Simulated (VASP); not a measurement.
Write the native input for VASP 6.6.1 that does the following.

* Task: single point
* Functional: PBEsol
* Potentials or basis: VASP PAW PBE potentials, release 64 (Tl_d)
* Cutoff: 520 eV
* k mesh: 20 × 20 × 20
* Occupations: gaussian, width 0.15 eV
* Spin: no spin polarisation
* Dipole correction: no
* Further INCAR settings: ALGO = Fast; EDIFF = 1e-07; NBANDS = 12

The structure of Tl lies in POSCAR:

```
Tl
1.0
   -2.1788085163      2.1788085163      1.5404176210
    2.1788085163     -2.1788085163      1.5404176210
    2.1788085163      2.1788085163     -1.5404176210
Tl
1
Direct
    0.0000000000      0.0000000000      0.0000000000
```

This cell differs from its parent crystal: ratio of the length along z to the lengths across it x 0.707, volume and fractional coordinates fixed.

These files were run (other wordings do the same):

INCAR

```
SYSTEM = Tl
  PREC = Accurate
  ENCUT = 520
  EDIFF = 1E-7
  ISMEAR = 0
  SIGMA = 0.15
  LREAL = .FALSE.
  LASPH = .TRUE.
  NELM = 100
  ALGO = Fast
  ISIF = 2
  LWAVE = .FALSE.
  LCHARG = .FALSE.
  GGA = PS
  NBANDS = 12
```

KPOINTS

```
regular mesh
0
G
  20 20 20
  0 0 0
```

Potentials or basis: VASP PAW PBE potentials, release 64 (Tl_d).

Command:

```bash
$ cat potpaw_PBE.64/Tl_d/POTCAR > POTCAR
$ mpirun -np 1 vasp_std > vasp.out
```

Results of the run:

```yaml
Pressure: 0.5 GPa
```

Caveat: the PAW data sets were made with another functional, which shifts forces and pressure a little.

It took 89 s on 1 thread of Intel(R) Xeon(R) 6975P-C (Granite Rapids), on a shared host, peak memory 0.33 GiB.
